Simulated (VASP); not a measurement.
# Ag: single point with LDA

The system is Ag.

```
Ag
1.0
     5.86000    0.00000    0.00000
    -1.46500    2.53745    0.00000
     0.00000    0.00000    4.79000
Ag
4
Direct
  0.16668 0.66051 0.19809
  0.65052 0.61625 0.28987
  0.33149 0.36210 0.75006
  0.85131 0.36115 0.76198
```

```
Program                : VASP 6.6.1
Task                   : single point
Functional             : LDA
Potentials or basis    : VASP PAW LDA potentials, release 64 (Ag)
Cutoff                 : 400 eV
k mesh                 : 4 × 7 × 4
Occupations            : fermi-dirac, width 0.08 eV
Spin                   : no spin polarisation
Dipole correction      : no
Further INCAR settings : ALGO = Normal; EDIFF = 1e-06; NBANDS = 30
```

```json
{
  "Pressure": "-7.9 GPa",
  "Largest force": "1.319 eV/Å",
  "Band gap on the k mesh": "zero (band 22 reaches 9.48 eV, above the bottom of band 23 at 5.50 eV)"
}
```

Forces in eV/Å, atoms in the order of the input:
```
Ag  -0.028  0.065  1.317
Ag   0.212  0.243 -0.444
Ag   0.379  0.021 -0.487
Ag  -0.563 -0.329 -0.385
```

Stress tensor (GPa, compression positive):
```
 -7.08  -0.31   0.04
 -0.31 -11.40   0.66
  0.04   0.66  -5.33
```

Levels at points of the mesh, in eV from the Fermi level:
```csv
k point,band 19,band 20,band 21,band 22,band 23,band 24,band 25,band 26
"(0.00, 0.00, 0.00)",-2.86,-2.80,-2.69,-0.49,0.50,1.39,3.11,6.95
"(0.50, 0.00, 0.00)",-3.43,-3.29,-2.96,-2.82,2.55,2.68,4.11,4.21
"(0.00, 0.00, 0.50)",-2.97,-2.90,-2.83,-2.79,0.70,0.85,4.34,4.50
"(0.50, 0.00, 0.50)",-3.01,-3.01,-2.41,-2.34,-2.03,-1.98,10.11,10.17
```

Run time: 87 s on 1 thread of AMD EPYC 7R13, with other jobs on the host, peak memory 0.15 GiB.

Caveat: forces of over 1 eV/Å act on the atoms, so gaps and moduli don't describe the material at rest.
